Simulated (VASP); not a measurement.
# Tl (P6_3/mmc) in VASP: notebook

The runs below take Tl through single point, with PBE.

All numbers are computed with VASP 6.6.1; they aren't measurements. Logs are shortened: lines on timing, memory, paths and dates and some standing lists are left out, and cuts for length are marked.

### Step 1. The cell of the first run

It takes space group P6_3/mmc (No. 194, hexagonal). Conventional cell: a = 3.450 Å, b = 3.450 Å, c = 5.570 Å, α = 90.00°, β = 90.00°, γ = 120.00°. Within 4.5 Å of Tl (site symmetry -6m2) lie 12 Tl at 3.42 to 3.45 Å.

### Step 2. Single point, PBE (28.71 Å³/atom)

The input, INCAR:

```
SYSTEM = Tl
PREC     = Accurate       ! precision mode
ENCUT    = 520            ! plane-wave cutoff, eV
EDIFF    = 1E-7           ! SCF threshold, eV
ISMEAR   = -1             ! smearing method
SIGMA    = 0.05           ! smearing width, eV
LREAL    = .FALSE.        ! projectors in reciprocal space
LASPH    = .TRUE.         ! aspherical terms in the spheres
NELM     = 60             ! most SCF steps
ALGO     = Normal         ! electronic algorithm
ISIF     = 2              ! what is computed and relaxed
LWAVE    = .FALSE.        ! write WAVECAR
LCHARG   = .FALSE.        ! write CHGCAR
GGA      = PE             ! functional
NBANDS   = 20             ! bands
```

The input, KPOINTS:

```
regular mesh
0
G
  11 11 6
  0 0 0
```

The input, POSCAR:

```
Tl
1.0
    3.4500723807      0.0000000000      0.0000000000
   -1.7250361904      2.9878503266      0.0000000000
    0.0000000000      0.0000000000      5.5702474375
Tl
2
Direct
    0.3333333333      0.6666666667      0.2500000000
    0.6666666667      0.3333333333      0.7500000000
```

Potentials or basis: VASP PAW PBE potentials, release 64 (Tl_d).

On the command line:

```bash
$ cat potpaw_PBE.64/Tl_d/POTCAR > POTCAR
$ mpirun -np 1 vasp_std > vasp.out
```

OUTCAR:

```text
SYSTEM = Tl
   PREC = Accurate
   ENCUT = 520
   EDIFF = 1E-7
   ISMEAR = -1
   LREAL = .FALSE.
   LASPH = .TRUE.
   NELM = 60
   ISIF = 2
   GGA = PE

 ion  position               nearest neighbor table
   1  0.333  0.667  0.250-   2 3.42   2 3.42   2 3.42   2 3.42   2 3.42   2 3.42
   2  0.667  0.333  0.750-   1 3.42   1 3.42   1 3.42   1 3.42   1 3.42   1 3.42

  LATTYP: Found a hexagonal cell.
 ALAT       =     3.4500723807
 C/A-ratio  =     1.6145306019

  Lattice vectors:

 A1 = (   3.4500723807,   0.0000000000,   0.0000000000)
 A2 = (  -1.7250361904,   2.9878503266,   0.0000000000)
 A3 = (   0.0000000000,   0.0000000000,   5.5702474375)

Analysis of symmetry for initial positions (statically):
=====================================================================
 Subroutine PRICEL returns:
 Original cell was already a primitive cell.

 Routine SETGRP: Setting up the symmetry group for a
 hexagonal supercell.

 Subroutine GETGRP returns: Found 24 space group operations
 (whereof 12 operations were pure point group operations)
 out of a pool of 24 trial point group operations.

The static configuration has the point symmetry D_3d.
 The point group associated with its full space group is D_6h.

Analysis of symmetry for dynamics (positions and initial velocities):
=====================================================================
 Subroutine PRICEL returns:
 Original cell was already a primitive cell.

 Routine SETGRP: Setting up the symmetry group for a
 hexagonal supercell.

 Subroutine GETGRP returns: Found 24 space group operations
 (whereof 12 operations were pure point group operations)
 out of a pool of 24 trial point group operations.

The dynamic configuration has the point symmetry D_3d.
 The point group associated with its full space group is D_6h.

 Subroutine INISYM returns: Found 24 space group operations
 (whereof 12 operations are pure point group operations),
 and found     1 'primitive' translations

----------------------------------------------------------------------------------------

                                     Primitive cell

  volume of cell :      57.4198

  direct lattice vectors                    reciprocal lattice vectors
     3.450072381  0.000000000  0.000000000     0.289848991  0.167344393  0.000000000
    -1.725036190  2.987850327  0.000000000     0.000000000  0.334688786  0.000000000
     0.000000000  0.000000000  5.570247437     0.000000000  0.000000000  0.179525239

  length of vectors
     3.450072381  3.450072381  5.570247437     0.334688786  0.334688786  0.179525239

  position of ions in fractional coordinates (direct lattice)
     0.333333333  0.666666667  0.250000000
     0.666666667  0.333333333  0.750000000

  ion indices of the primitive-cell ions
   primitive index   ion index
                 1           1
                 2           2

----------------------------------------------------------------------------------------

 KPOINTS: regular mesh

Automatic generation of k-mesh.
 Grid dimensions read from file:
 generate k-points for:   11   11    6

 Generating k-lattice:

  Cartesian coordinates                     Fractional coordinates (reciprocal lattice)
     0.026349908  0.015213127  0.000000000     0.090909091 -0.000000000  0.000000000
     0.000000000  0.030426253  0.000000000     0.000000000  0.090909091  0.000000000
     0.000000000  0.000000000  0.029920873     0.000000000  0.000000000  0.166666667

  Length of vectors
     0.030426253  0.030426253  0.029920873

  Shift w.r.t. Gamma in fractional coordinates (k-lattice)
     0.000000000  0.000000000  0.000000000

 Subroutine IBZKPT returns following result:
 ===========================================

 Found     64 irreducible k-points:

 Following reciprocal coordinates:
            Coordinates               Weight
  0.000000  0.000000  0.000000      1.000000
  0.090909  0.000000  0.000000      6.000000
  0.181818 -0.000000  0.000000      6.000000
  0.272727  0.000000  0.000000      6.000000
  0.363636  0.000000  0.000000      6.000000
  0.454545 -0.000000  0.000000      6.000000
[... 16 lines left out ...]
  0.090909  0.090909  0.166667     12.000000
  0.181818  0.090909  0.166667     24.000000
 [... further k-points ...]
   k-points           NKPTS =     64   k-points in BZ     NKDIM =     64   number of bands    NBANDS=     20
   number of dos      NEDOS =    301   number of ions     NIONS =      2
   total plane-waves  NPLWV =  32928
   dimension x,y,z NGX =    28 NGY =   28 NGZ =   42
   dimension x,y,z NGXF=    56 NGYF=   56 NGZF=   84
   ions per type =               2
   NGX,Y,Z   is equivalent  to a cutoff of  13.49, 13.49, 12.54 a.u.
   NGXF,Y,Z  is equivalent  to a cutoff of  26.98, 26.98, 25.07 a.u.
 SYSTEM =  Tl
   PREC   = accura    normal or accurate (medium, high low for compatibility)
   ISTART =      0    job   : 0-new  1-cont  2-samecut
   ICHARG =      2    charge: 1-file 2-atom 10-const
   ISPIN  =      1    spin polarized calculation?
   LNONCOLLINEAR =      F non collinear calculations
   LSORBIT =      F    spin-orbit coupling
   LASPH  =      T    aspherical Exc in radial PAW
   ENCUT  =  520.0 eV  38.22 Ry    6.18 a.u.   6.41  6.41 10.36*2*pi/ulx,y,z
   NELM   =     60;   NELMIN=  2; NELMDL= -5     # of ELM steps
   EDIFF  = 0.1E-06   stopping-criterion for ELM
   LREAL  =      F    real-space projection
   EDIFFG = 0.1E-05   stopping-criterion for IOM
   NSW    =      0    number of steps for IOM
   IBRION =     -1    ionic relax: 0-MD 1-quasi-New 2-CG
   NFREE  =      0    steps in history (QN), initial steepest desc. (CG)
   ISIF   =      2    stress and relaxation
   ISYM   =      2    0-nonsym 1-usesym 2-fastsym
   POTIM  = 0.5000    time-step for ionic-motion
   TEBEG  =    0.0;   TEEND  =   0.0 temperature during run
   PSTRESS=    0.0 pullay stress
   NELECT =      26.0000    total number of electrons
   NUPDOWN=      -1.0000    fix difference up-down
   EMIN   =  10.00;   EMAX   =-10.00  energy-range for DOS
   EFERMI =   0.00;   METHOD = LEGACY
   ISMEAR =    -1;   SIGMA  =   0.05  broadening in eV -4-tet -1-fermi 0-gaus
   EFERMI_NEDOS =   21; number of points for ismear=-14 and -15
   IALGO  =     38    algorithm
   IMIX   =      4    mixing-type and parameters
     AMIX     =   0.40;   BMIX     =  1.00
     AMIX_MAG =   1.60;   BMIX_MAG =  1.00
  volume/ion in A,a.u.               =      28.71       193.74
  Fermi-wavevector in a.u.,A,eV,Ry     =   1.257126  2.375623 21.502178  1.580365
  Thomas-Fermi vector in A             =   2.390800
   LORBIT       =      0    0 simple, 1 ext, 2 COOP (PROOUT), +10 PAW based schemes
   GGA     = PE    functional components
   LHFCALC =     F    Hartree Fock is set to
   AEXX    =    0.0000 exact exchange contribution
   IVDW    =     0    specifies the selected vdW correction
   LEPSILON=     F    determine dielectric tensor
   LRPA    =     F    only Hartree local field effects (RPA)
 non-spin polarized calculation
  energy-cutoff  :      520.00
  volume of cell :       57.42
 maximum number of plane-waves:      1566
 NGX is ok and might be reduce to    28
   NGX = 13   NGY = 13   NGZ = 21

 number of electron      26.0000007 magnetization

 Free energy of the ion-electron system (eV)
  ---------------------------------------------------
  ext. energy  EPLUGINS =         0.00000000
  ---------------------------------------------------
  free energy    TOTEN  =        -4.41585652 eV

  energy without entropy =       -4.40735416  energy(sigma->0) =       -4.41160534

 E-fermi :   6.5121     XC(G=0): -10.1718

 val. band max:        6.5105211698   @ k =   0.3636   0.0000   0.0000
 cond. band min:       6.5431228070   @ k =   0.2727   0.1818   0.5000
 fundamental gap:      0.0326016372
 Fermi energy:         6.5121167238

 k-point     1 :       0.0000    0.0000    0.0000
  band No.  band energies     occupation
      1      -5.2705      2.00000
      2      -5.0557      2.00000
      3      -5.0279      2.00000
      4      -5.0279      2.00000
      5      -4.9769      2.00000
      6      -4.9769      2.00000
[... 12 lines left out ...]
     19      17.1722      0.00000
     20      17.4283      0.00000

 k-point     2 :       0.0909    0.0000    0.0000
  band No.  band energies     occupation
      1      -5.2431      2.00000
      2      -5.0814      2.00000
      3      -4.9953      2.00000
      4      -4.9924      2.00000
      5      -4.9774      2.00000
      6      -4.9437      2.00000
[... 12 lines left out ...]
     19      17.4267      0.00000
     20      18.1506      0.00000

 k-point     3 :       0.1818   -0.0000    0.0000
  band No.  band energies     occupation
      1      -5.2278      2.00000
      2      -5.0798      2.00000
      3      -5.0022      2.00000
      4      -4.9821      2.00000
      5      -4.9540      2.00000
      6      -4.9068      2.00000
[... 12 lines left out ...]
     19      16.7998      0.00000
     20      18.1958      0.00000

 k-point     4 :       0.2727    0.0000    0.0000
  band No.  band energies     occupation
      1      -5.2854      2.00000
      2      -5.0883      2.00000
      3      -5.0764      2.00000
      4      -5.0007      2.00000
      5      -4.9570      2.00000
      6      -4.7964      2.00000
[... 12 lines left out ...]
     19      15.9680      0.00000
     20      17.3454      0.00000

 k-point     5 :       0.3636    0.0000    0.0000
  band No.  band energies     occupation
      1      -5.3494      2.00000
      2      -5.1707      2.00000
      3      -5.1346      2.00000
      4      -5.0404      2.00000
      5      -4.8873      2.00000
      6      -4.8291      2.00000
[... 12 lines left out ...]
     19      15.2051      0.00000
     20      16.7147      0.00000
[... 353 lines left out ...]
      6      -4.8328      2.00000
[... 12 lines left out ...]
     19      15.0814      0.00000
     20      16.2776      0.00000

 k-point    22 :       0.4545   -0.0000    0.1667
  band No.  band energies     occupation
      1      -5.3676      2.00000
      2      -5.2780      2.00000
      3      -5.1402      2.00000
      4      -5.0309      2.00000
      5      -4.9567      2.00000
      6      -4.7962      2.00000
[... 12 lines left out ...]
     19      14.8792      0.00000
     20      16.0161      0.00000

 k-point    23 :       0.0909    0.0909    0.1667
  band No.  band energies     occupation
      1      -5.1941      2.00000
      2      -5.1016      2.00000
      3      -5.0308      2.00000
      4      -4.9928      2.00000
      5      -4.9703      2.00000
      6      -4.9207      2.00000
[... 12 lines left out ...]
     19      16.8496      0.00000
     20      17.6803      0.00000

 k-point    24 :       0.1818    0.0909    0.1667
  band No.  band energies     occupation
      1      -5.2084      2.00000
      2      -5.1077      2.00000
      3      -5.0562      2.00000
      4      -4.9869      2.00000
      5      -4.9792      2.00000
      6      -4.8534      2.00000
[... 12 lines left out ...]
     19      16.6836      0.00000
     20      17.5172      0.00000

 [... further k-points ...]

------------------------ aborting loop because EDIFF is reached ----------------------------------------

  FORCE on cell =-STRESS in cart. coord.  units (eV):
  Direction    XX          YY          ZZ          XY          YZ          ZX
  --------------------------------------------------------------------------------------
  -------------------------------------------------------------------------------------
  Total        1.0613328      1.0613328      0.9850595     -0.0000000     -0.0000000      0.0000000
  in kB       29.6142417     29.6142417     27.4859990     -0.0000000     -0.0000000      0.0000000
  external PRESSURE =      28.9048275 kB  Pullay stress =       0.0000000 kB

 VOLUME and BASIS-vectors are now :
 -----------------------------------------------------------------------------
  energy-cutoff  :      520.00
  volume of cell :       57.42
      direct lattice vectors                 reciprocal lattice vectors
     3.450072381  0.000000000  0.000000000     0.289848991  0.167344393  0.000000000
    -1.725036190  2.987850327  0.000000000     0.000000000  0.334688786  0.000000000
     0.000000000  0.000000000  5.570247437     0.000000000  0.000000000  0.179525239

 POSITION                                       TOTAL-FORCE (eV/Angst)
 -----------------------------------------------------------------------------------
     -0.00000      1.99190      1.39256         0.000000     -0.000000      0.000000
      1.72504      0.99595      4.17769        -0.000000      0.000000      0.000000
 -----------------------------------------------------------------------------------
    total drift:                               -0.000000      0.000000     -0.000000

  FREE ENERGIE OF THE ION-ELECTRON SYSTEM (eV)
  ---------------------------------------------------
  free  energy   TOTEN  =        -4.4158565235 eV

  energy  without entropy=       -4.4073541560  energy(sigma->0) =       -4.41160534
```

Run time: 32 s. Hardware: 1 thread of Intel Xeon Platinum 8488C (Sapphire Rapids), shared host; peak memory 0.2 GiB.

What came out:

```yaml
Free_energy: -4.4159 eV
Pressure: 2.9 GPa
Band_gap_on_the_k_mesh: zero (bands 13 and 14 overlap by 5.51 eV)
```

Stress tensor (GPa, compression positive):
```
2.96 0.00 0.00
0.00 2.96 0.00
0.00 0.00 2.75
```

Caveat: spin-orbit coupling is left out, which moves the levels of the heavy elements.

### Step 3. Single point, PBE (29.31 Å³/atom)

This run uses another cell than the first one, of 29.31 Å³/atom.

The input, INCAR:

```
PREC = Accurate
ENCUT = 520
EDIFF = 1E-7
ISMEAR = -1
SIGMA = 0.05
LREAL = F
LASPH = T
NELM = 100
ALGO = Normal
ISIF = 2
LWAVE = F
LCHARG = F
GGA = PE
NBANDS = 20
```

The input, KPOINTS:

```
regular mesh
0
Gamma
  11 11 6
```

The input, POSCAR:

```
Tl
1.0
    3.4738667352      0.0000000000      0.0000000000
   -1.7369333676      3.0084568421      0.0000000000
    0.0000000000      0.0000000000      5.6086641510
Tl
2
Direct
    0.3333333333      0.6666666667      0.2500000000
    0.6666666667      0.3333333333      0.7500000000
```

Potentials or basis: VASP PAW PBE potentials, release 64 (Tl_d).

On the command line:

```bash
$ cat potpaw_PBE.64/Tl_d/POTCAR > POTCAR
$ mpirun -np 1 vasp_std > vasp.out
```

Run time: 32 s. Hardware: 1 thread of Intel Xeon Platinum 8488C (Sapphire Rapids), shared host; peak memory 0.2 GiB.

The run converged. Its results:

```
Free energy            : -4.4350 eV
Pressure               : 2.1 GPa
Band gap on the k mesh : zero (bands 13 and 14 overlap by 5.36 eV)
```

Stress tensor (GPa, compression positive):
```
2.19 0.00 0.00
0.00 2.19 0.00
0.00 0.00 1.85
```

Levels at points of the mesh, in eV from the Fermi level:
| k point | band 11 | band 12 | band 13 | band 14 | band 15 | band 16 |
| --- | --- | --- | --- | --- | --- | --- |
| (0.00, 0.00, 0.00) | -9.86 | -5.20 | -2.75 | 7.95 | 7.95 | 9.96 |
| (0.00, 0.00, 0.50) | -8.48 | -8.48 | 3.15 | 3.15 | 8.89 | 8.89 |

Caveat: spin-orbit coupling is left out, which moves the levels of the heavy elements.

### Step 4. Single point, PBE (30.50 Å³/atom)

This run uses another cell than the first one, of 30.50 Å³/atom.

The input, INCAR:

```
SYSTEM = Tl
PREC = Accurate
ENCUT = 520
EDIFF = 1E-6
ISMEAR = -1
SIGMA = 0.05
LREAL = .False.
LASPH = .True.
NELM = 60
ALGO = Normal
ISIF = 2
LWAVE = .False.
LCHARG = .False.
GGA = PE
NBANDS = 20
```

The input, KPOINTS:

```
Automatic mesh
0
Gamma
  11 11 6
  0 0 0
```

The input, POSCAR:

```
Tl
1.0
    3.5205013837      0.0000000000      0.0000000000
   -1.7602506918      3.0488436323      0.0000000000
    0.0000000000      0.0000000000      5.6839572180
Tl
2
Direct
    0.3333333333      0.6666666667      0.2500000000
    0.6666666667      0.3333333333      0.7500000000
```

On the command line:

```bash
$ cat potpaw_PBE.64/Tl_d/POTCAR > POTCAR
$ mpirun -np 1 vasp_std > vasp.out
```

Wall time 30 s (1 thread of Intel Xeon Platinum 8488C (Sapphire Rapids), shared host); peak memory 0.2 GiB.

It converged, with:

```yaml
Free_energy: -4.4567 eV
Pressure: 0.7 GPa
Band_gap_on_the_k_mesh: zero (bands 13 and 14 overlap by 5.09 eV)
```

Stress tensor (GPa, compression positive):
```
0.90 0.00 0.00
0.00 0.90 0.00
0.00 0.00 0.34
```

Levels at points of the mesh, in eV from the Fermi level:
```csv
k point,band 10,band 11,band 12,band 13,band 14,band 15,band 16,band 17
"(0.00, 0.00, 0.00)",-11.09,-9.60,-5.21,-2.59,7.69,7.69,9.61,9.61
"(0.00, 0.00, 0.50)",-11.18,-8.28,-8.28,3.03,3.03,8.60,8.60,8.60
```

Caveat: spin-orbit coupling is left out, which moves the levels of the heavy elements.

### Step 5. Summary

```tsv
cell	gap on the mesh (eV)	pressure (GPa)
a = 3.450, b = 3.450, c = 5.570 Å, angles 90.0, 90.0, 120.0°, 2 atoms	none	2.9
a = 3.474, b = 3.474, c = 5.609 Å, angles 90.0, 90.0, 120.0°, 2 atoms	none	2.1
a = 3.521, b = 3.521, c = 5.684 Å, angles 90.0, 90.0, 120.0°, 2 atoms	none	0.7
```

Alike in all rows: task single point; level PBE; potentials or basis VASP PAW PBE potentials, release 64 (Tl_d); no spin polarisation; k mesh 11 × 11 × 6; cutoff (eV) 520; smearing fermi-dirac 0.05 eV.

Caveats: spin-orbit coupling is left out, which moves the levels of the heavy elements.

Absolute energies hang on the potentials; compare differences alone.
